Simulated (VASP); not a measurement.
Runs of VASP 6.6.1 on C. The structure is that of space group P6_3/mmc (No. 194), or close to it. The cells are those of the table. 

```tsv
cell	gap on the mesh (eV)	pressure (GPa)	largest force (eV/Å)
a = 2.432, b = 2.432, c = 12.585 Å, angles 90.0, 90.0, 120.0°, 12 atoms	4.41	30.7	0.23
a = 2.476, b = 2.476, c = 12.118 Å, angles 90.0, 90.0, 120.0°, 12 atoms	(c)	(b)	0.05
a = 2.521, b = 2.521, c = 12.118 Å, angles 90.0, 90.0, 120.0°, 12 atoms	4.29	(a)	0.17
a = 2.432, b = 2.432, c = 12.895 Å, angles 90.0, 90.0, 120.0°, 12 atoms	3.68	19.7	0.12
a = 2.476, b = 2.476, c = 12.429 Å, angles 90.0, 90.0, 120.0°, 12 atoms	4.59	17.3	0.10
```

Alike in all rows: task single point; level PBE; potentials or basis VASP PAW PBE potentials, release 64 (C); no spin polarisation; k mesh 12 × 12 × 2; cutoff (eV) 520; smearing gaussian 0.05 eV.

Task: Fill in the values left out.

Result: (a) 12.7; (b) 30.3; (c) 4.55.

Caveats: the cell stands under pressure.

A k mesh can miss the band edges.
